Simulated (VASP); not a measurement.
# Os (P6_3/mmc) in VASP: further runs

Os is run at these levels: PBEsol; tasks: single point, relaxation of cell and atoms.

Program: VASP 6.6.1. These are calculated values, not measurements. Logs are shortened: lines on timing, memory, paths and dates and some standing lists are left out, and cuts for length are marked.

## (1) The cell of the first run

Symmetry: P6_3/mmc, No. 194, hexagonal system. The conventional cell has a = 2.717 Å, b = 2.717 Å, c = 4.297 Å, α = 90.00°, β = 90.00°, γ = 120.00°. Within 3.5 Å of Os (site symmetry -6m2) lie 12 Os at 2.66 to 2.72 Å.

## (2) Single point, PBEsol

Input file INCAR:

```
PREC = Accurate ; ENCUT = 520
EDIFF = 1E-6 ; ISMEAR = -1
SIGMA = 0.05 ; LREAL = False
LASPH = True ; NELM = 80
ALGO = Normal ; ISIF = 2
LWAVE = False ; LCHARG = True
GGA = PS ; LELF = True
LVHAR = True ; NBANDS = 15
```

Input file KPOINTS:

```
Automatic mesh
0
Gamma
  11 11 6
```

Input file POSCAR:

```
Os
1.0
    2.7173025270      0.0000000000      0.0000000000
   -1.3586512635      2.3532530182      0.0000000000
    0.0000000000      0.0000000000      4.2968046689
Os
2
Direct
    0.6666666667      0.3333333333      0.7500000000
    0.3333333333      0.6666666667      0.2500000000
```

Potentials or basis: VASP PAW PBE potentials, release 64 (Os).

On the command line:

```bash
> cat potpaw_PBE.64/Os/POTCAR > POTCAR
> mpirun -np 1 vasp_std > vasp.out
```

OUTCAR:

```text
PREC = Accurate
   ENCUT = 520
   EDIFF = 1E-6
   ISMEAR = -1
   LREAL = False
   LASPH = True
   NELM = 80
   ISIF = 2
   GGA = PS

 ion  position               nearest neighbor table
   1  0.667  0.333  0.750-   2 2.66   2 2.66   2 2.66   2 2.66   2 2.66   2 2.66
   2  0.333  0.667  0.250-   1 2.66   1 2.66   1 2.66   1 2.66   1 2.66   1 2.66

  LATTYP: Found a hexagonal cell.
 ALAT       =     2.7173025270
 C/A-ratio  =     1.5812757785

  Lattice vectors:

 A1 = (   2.7173025270,   0.0000000000,   0.0000000000)
 A2 = (  -1.3586512635,   2.3532530182,   0.0000000000)
 A3 = (   0.0000000000,   0.0000000000,   4.2968046689)

Analysis of symmetry for initial positions (statically):
=====================================================================
 Subroutine PRICEL returns:
 Original cell was already a primitive cell.

 Routine SETGRP: Setting up the symmetry group for a
 hexagonal supercell.

 Subroutine GETGRP returns: Found 24 space group operations
 (whereof 12 operations were pure point group operations)
 out of a pool of 24 trial point group operations.

The static configuration has the point symmetry D_3d.
 The point group associated with its full space group is D_6h.

Analysis of symmetry for dynamics (positions and initial velocities):
=====================================================================
 Subroutine PRICEL returns:
 Original cell was already a primitive cell.

 Routine SETGRP: Setting up the symmetry group for a
 hexagonal supercell.

 Subroutine GETGRP returns: Found 24 space group operations
 (whereof 12 operations were pure point group operations)
 out of a pool of 24 trial point group operations.

The dynamic configuration has the point symmetry D_3d.
 The point group associated with its full space group is D_6h.

 Subroutine INISYM returns: Found 24 space group operations
 (whereof 12 operations are pure point group operations),
 and found     1 'primitive' translations

----------------------------------------------------------------------------------------

                                     Primitive cell

  volume of cell :      27.4759

  direct lattice vectors                    reciprocal lattice vectors
     2.717302527  0.000000000  0.000000000     0.368012023  0.212471841  0.000000000
    -1.358651264  2.353253018  0.000000000     0.000000000  0.424943681  0.000000000
     0.000000000  0.000000000  4.296804669     0.000000000  0.000000000  0.232731082

[... 86 lines left out ...]
   NSW    =      0    number of steps for IOM
   IBRION =     -1    ionic relax: 0-MD 1-quasi-New 2-CG
   NFREE  =      0    steps in history (QN), initial steepest desc. (CG)
   ISIF   =      2    stress and relaxation
   ISYM   =      2    0-nonsym 1-usesym 2-fastsym
   POTIM  = 0.5000    time-step for ionic-motion
   TEBEG  =    0.0;   TEEND  =   0.0 temperature during run
   PSTRESS=    0.0 pullay stress
   NELECT =      16.0000    total number of electrons
   NUPDOWN=      -1.0000    fix difference up-down
   EMIN   =  10.00;   EMAX   =-10.00  energy-range for DOS
   EFERMI =   0.00;   METHOD = LEGACY
   ISMEAR =    -1;   SIGMA  =   0.05  broadening in eV -4-tet -1-fermi 0-gaus
   EFERMI_NEDOS =   21; number of points for ismear=-14 and -15
   IALGO  =     38    algorithm
   IMIX   =      4    mixing-type and parameters
     AMIX     =   0.40;   BMIX     =  1.00
     AMIX_MAG =   1.60;   BMIX_MAG =  1.00
  volume/ion in A,a.u.               =      13.74        92.71
  Fermi-wavevector in a.u.,A,eV,Ry     =   1.367091  2.583427 25.428442  1.868938
  Thomas-Fermi vector in A             =   2.493174
   LORBIT       =      0    0 simple, 1 ext, 2 COOP (PROOUT), +10 PAW based schemes
   GGA     = PS    functional components
   LHFCALC =     F    Hartree Fock is set to
   AEXX    =    0.0000 exact exchange contribution
   IVDW    =     0    specifies the selected vdW correction
   LEPSILON=     F    determine dielectric tensor
   LRPA    =     F    only Hartree local field effects (RPA)
 non-spin polarized calculation
  energy-cutoff  :      520.00
  volume of cell :       27.48
 maximum number of plane-waves:       754
   NGX = 11   NGY = 11   NGZ = 15

 number of electron      15.9999998 magnetization

 Free energy of the ion-electron system (eV)
  ---------------------------------------------------
  ext. energy  EPLUGINS =         0.00000000
  ---------------------------------------------------
  free energy    TOTEN  =       -24.46941761 eV

  energy without entropy =      -24.45662881  energy(sigma->0) =      -24.46302321

 E-fermi :   9.5374     XC(G=0): -14.2566

 val. band max:        9.5179411094   @ k =   0.0909   0.0000   0.3333
 cond. band min:       9.5697102324   @ k =   0.0000   0.0000   0.0000
 fundamental gap:      0.0517691230
 Fermi energy:         9.5373648537

 k-point     1 :       0.0000    0.0000    0.0000
  band No.  band energies     occupation
      1      -1.5774      2.00000
      2       1.5836      2.00000
      3       6.4364      2.00000
      4       6.4364      2.00000
      5       6.6844      2.00000
      6       7.3060      2.00000
      7       7.3060      2.00000
      8       7.9862      2.00000
      9       7.9862      2.00000
     10       9.5697      0.68737
     11      11.3257      0.00000
     12      11.3257      0.00000
     13      18.8328      0.00000
     14      23.6180      0.00000
[... 401 lines left out ...]
      2       3.2304      2.00000
      3       4.6688      2.00000
      4       4.8960      2.00000
      5       6.1799      2.00000
      6       6.8208      2.00000
      7       7.4172      2.00000
      8       8.3894      2.00000
      9       9.0224      1.99993
     10       9.4136      1.84487
     11      11.7829      0.00000
     12      15.2573      0.00000
     13      20.2807      0.00000
     14      24.9298      0.00000
     15      25.9820      0.00000

 [... further k-points ...]
[... 5 lines left out ...]
  --------------------------------------------------------------------------------------
  -------------------------------------------------------------------------------------
  Total        0.9808933      0.9808933      0.9676811     -0.0000000     -0.0000000      0.0000000
  in kB       57.1979073     57.1979073     56.4274757     -0.0000000     -0.0000000      0.0000000
  external PRESSURE =      56.9410968 kB  Pullay stress =       0.0000000 kB

 VOLUME and BASIS-vectors are now :
 -----------------------------------------------------------------------------
  energy-cutoff  :      520.00
  volume of cell :       27.48
      direct lattice vectors                 reciprocal lattice vectors
     2.717302527  0.000000000  0.000000000     0.368012023  0.212471841  0.000000000
    -1.358651264  2.353253018  0.000000000     0.000000000  0.424943681  0.000000000
     0.000000000  0.000000000  4.296804669     0.000000000  0.000000000  0.232731082

 POSITION                                       TOTAL-FORCE (eV/Angst)
 -----------------------------------------------------------------------------------
      1.35865      0.78442      3.22260        -0.000000      0.000000      0.000000
     -0.00000      1.56884      1.07420         0.000000      0.000000      0.000000
 -----------------------------------------------------------------------------------
    total drift:                               -0.000000      0.000000     -0.000000

  FREE ENERGIE OF THE ION-ELECTRON SYSTEM (eV)
  ---------------------------------------------------
  free  energy   TOTEN  =       -24.4694176074 eV

  energy  without entropy=      -24.4566288095  energy(sigma->0) =      -24.46302321
```

OSZICAR:

```text
N       E                     dE             d eps       ncg     rms          rms(c)
DAV:   1     0.103834715859E+03    0.10383E+03   -0.75214E+03  1920   0.103E+03
DAV:   2    -0.212678087684E+02   -0.12510E+03   -0.10957E+03  1948   0.331E+02
DAV:   3    -0.259532310110E+02   -0.46854E+01   -0.44999E+01  2571   0.566E+01
DAV:   4    -0.259873714944E+02   -0.34140E-01   -0.34114E-01  2102   0.495E+00
DAV:   5    -0.259875486329E+02   -0.17714E-03   -0.17713E-03  2599   0.341E-01    0.253E+01
DAV:   6    -0.248206549969E+02    0.11669E+01   -0.95503E-01  2403   0.830E+00    0.115E+01
DAV:   7    -0.244787103458E+02    0.34194E+00   -0.66177E-01  2452   0.676E+00    0.609E-01
DAV:   8    -0.244726007924E+02    0.61096E-02   -0.68633E-03  1948   0.631E-01    0.400E-01
DAV:   9    -0.244694228660E+02    0.31779E-02   -0.19421E-03  2354   0.452E-01    0.482E-02
DAV:  10    -0.244694372126E+02   -0.14347E-04   -0.73912E-05  2466   0.749E-02    0.106E-02
DAV:  11    -0.244694183320E+02    0.18881E-04   -0.41610E-06  2193   0.217E-02    0.182E-03
DAV:  12    -0.244694176074E+02    0.72452E-06   -0.10363E-07  1331   0.333E-03
   1 F= -.24469418E+02 E0= -.24463023E+02  d E =-.127888E-01
```

stdout:

```text
POSCAR found type information on POSCAR Os
 POSCAR found :  1 types and       2 ions
 scaLAPACK will be used
 -----------------------------------------------------------------------------
|                                                                             |
|                                                                             |
|     You enforced a specific xc type in the INCAR file but a different       |
|     I HOPE YOU KNOW WHAT YOU ARE DOING!                                     |
|                                                                             |
 -----------------------------------------------------------------------------

 LDA part: xc-table for (Slater+PW92), standard interpolation
 POSCAR, INCAR and KPOINTS ok, starting setup
 FFT: planning ... GRIDC
 FFT: planning ... GRID_SOFT
 FFT: planning ... GRID
 WAVECAR not read
 entering main loop
```

Run time: 12 s. Hardware: 1 thread of Intel Xeon Platinum 8375C at 2.90GHz (Ice Lake), shared host; peak memory 0.15 GiB.

Results:

| Property | Result |
| --- | --- |
| Free energy | -24.4694 eV |
| Pressure | 5.7 GPa |
| Band gap on the k mesh | zero (band 8 reaches 11.76 eV, above the bottom of band 9 at 7.75 eV) |

Stress tensor (GPa, compression positive):
```
5.72 0.00 0.00
0.00 5.72 0.00
0.00 0.00 5.64
```

Caveat: the PAW data sets were made with another functional, which shifts forces and pressure a little; spin-orbit coupling is left out, which moves the levels of the heavy elements.

## (3) Relaxation of cell and atoms, PBEsol

This run uses another cell than the first one, of 13.98 Å³/atom, 1.018 times its volume.

Input file INCAR:

```
ALGO = Normal ; EDIFF = 1E-7
EDIFFG = -0.02 ; ENCUT = 600
GGA = PS ; IBRION = 2
ISIF = 3 ; ISMEAR = -1
LASPH = True ; LCHARG = False
LREAL = False ; LWAVE = False
NELM = 100 ; NSW = 80
PREC = Accurate ; SIGMA = 0.05
```

Input file KPOINTS:

```
k-points
0
Gamma
  11 11 6
```

Input file POSCAR:

```
Os
1.0
    2.7341000000      0.0000000000      0.0000000000
   -1.3670500000      2.3678000565      0.0000000000
    0.0000000000      0.0000000000      4.3197000000
Os
2
Direct
    0.6666666667      0.3333333333      0.7500000000
    0.3333333333      0.6666666667      0.2500000000
```

Potentials or basis: VASP PAW PBE potentials, release 64 (Os).

On the command line:

```bash
> cat potpaw_PBE.64/Os/POTCAR > POTCAR
> mpirun -np 1 vasp_std > vasp.out
```

It took 28 s on 1 thread of Intel Xeon Platinum 8375C at 2.90GHz (Ice Lake), shared host; peak memory 0.17 GiB.

It converged, with:

| Quantity | Value |
| --- | --- |
| Free energy | -24.4766 eV |
| Relaxed volume | 13.92 Å³/atom |
| Relaxed cell | a = 2.730 Å, b = 2.730 Å, c = 4.313 Å, α = 90.00°, β = 90.00°, γ = 120.00° |
| Space group after relaxing (to 0.05 Å) | P6_3/mmc (No. 194) |
| Energy gained by relaxing | 0.4 meV/atom |
| Ionic steps | 3 |
| Pressure after relaxing | 0.0 GPa |
| Band gap on the k mesh | zero (band 8 reaches 11.51 eV, above the bottom of band 9 at 7.58 eV) |

Stress tensor (GPa, compression positive):
```
-0.05  0.00  0.00
 0.00 -0.05  0.00
 0.00  0.00  0.05
```

The path:
```
step  energy change (eV)  largest force (eV/Å)  pressure (GPa)  volume (Å³)
   1              0.0000                0.0000           -2.11        27.96
   2              0.0179                0.0000           10.24        27.23
   3             -0.0009                0.0000           -0.01        27.83
```

Final structure:
```
CELL_PARAMETERS angstrom
2.72980 0.00000 0.00000
-1.36490 2.36408 0.00000
0.00000 0.00000 4.31266
ATOMIC_POSITIONS crystal
Os 0.66667 0.33333 0.75000
Os 0.33333 0.66667 0.25000
```

Levels at points of the mesh, in eV from the Fermi level:
| k point | band 4 | band 5 | band 6 | band 7 | band 8 | band 9 | band 10 | band 11 | band 12 |
| --- | --- | --- | --- | --- | --- | --- | --- | --- | --- |
| (0.00, 0.00, 0.00) | -3.04 | -2.79 | -2.19 | -2.19 | -1.53 | -1.53 | 0.04 | 1.75 | 1.75 |
| (0.00, 0.00, 0.50) | -3.57 | -3.24 | -3.24 | -3.24 | -3.24 | 0.96 | 0.96 | 0.96 | 0.96 |

Caveat: the PAW data sets were made with another functional, which shifts forces and pressure a little; spin-orbit coupling is left out, which moves the levels of the heavy elements.

## (4) Relaxation of cell and atoms, PBEsol, target pressure 5 GPa, at which the enthalpy is minimised

This run uses another cell than the first one, of 13.98 Å³/atom, 1.018 times its volume.

Input file INCAR:

```
ALGO = Normal
EDIFF = 1E-6
EDIFFG = -0.02
ENCUT = 600
GGA = PS
IBRION = 2
ISIF = 3
ISMEAR = -1
LASPH = True
LCHARG = False
LREAL = False
LWAVE = False
NELM = 100
NSW = 80
PREC = Accurate
PSTRESS = 50.0
SIGMA = 0.05
```

KPOINTS is that of step 3.

POSCAR is that of step 3.

On the command line:

```bash
> cat potpaw_PBE.64/Os/POTCAR > POTCAR
> mpirun -np 1 vasp_std > vasp.out
```

It took 46 s on 1 thread of Intel Xeon Platinum 8375C at 2.90GHz (Ice Lake), shared host; peak memory 0.17 GiB.

It converged, with:

| Quantity | Value |
| --- | --- |
| Free energy | -24.4721 eV |
| Relaxed volume | 13.77 Å³/atom |
| Relaxed cell | a = 2.719 Å, b = 2.719 Å, c = 4.299 Å, α = 90.00°, β = 90.00°, γ = 120.00° |
| Space group after relaxing (to 0.05 Å) | P6_3/mmc (No. 194) |
| Energy change on relaxing (the enthalpy is what falls) | +1.8 meV/atom |
| Ionic steps | 7 |
| Pressure after relaxing | 4.9 GPa |
| Band gap on the k mesh | zero (band 8 reaches 11.72 eV, above the bottom of band 9 at 7.72 eV) |

Stress tensor (GPa, compression positive):
```
4.90 0.00 0.00
0.00 4.90 0.00
0.00 0.00 4.98
```

The path:
```csv
step,energy change (eV),largest force (eV/Å),pressure (GPa),volume (Å³)
1,0.0000,0.0000,-2.10,27.96
2,0.3099,0.0000,47.09,25.53
3,0.0033,0.0000,4.73,27.54
4,0.0037,0.0000,4.97,27.53
5,0.0040,0.0000,5.11,27.52
6,0.0030,0.0000,4.52,27.55
7,0.0036,0.0000,4.93,27.53
```

Final structure:
```yaml
crystal:
  lattice:
    - [2.71944, 0.00000, 0.00000]
    - [-1.35972, 2.35511, 0.00000]
    - [0.00000, 0.00000, 4.29863]
  atoms:
    - { symbol: Os, position: [0.66667, 0.33333, 0.75000] }
    - { symbol: Os, position: [0.33333, 0.66667, 0.25000] }
```

Levels at points of the mesh, in eV from the Fermi level:
```tsv
k point	band 6	band 7	band 8	band 9	band 10	band 11
(0.00, 0.00, 0.00)	-2.22	-2.22	-1.55	-1.55	0.04	1.78
(0.00, 0.00, 0.50)	-3.29	-3.29	-3.29	0.97	0.97	0.97
```

Caveat: the cell is relaxed towards a set pressure, so the enthalpy falls and the energy may rise; the PAW data sets were made with another functional, which shifts forces and pressure a little; spin-orbit coupling is left out, which moves the levels of the heavy elements.

(Part 1 of 2 ends here.)
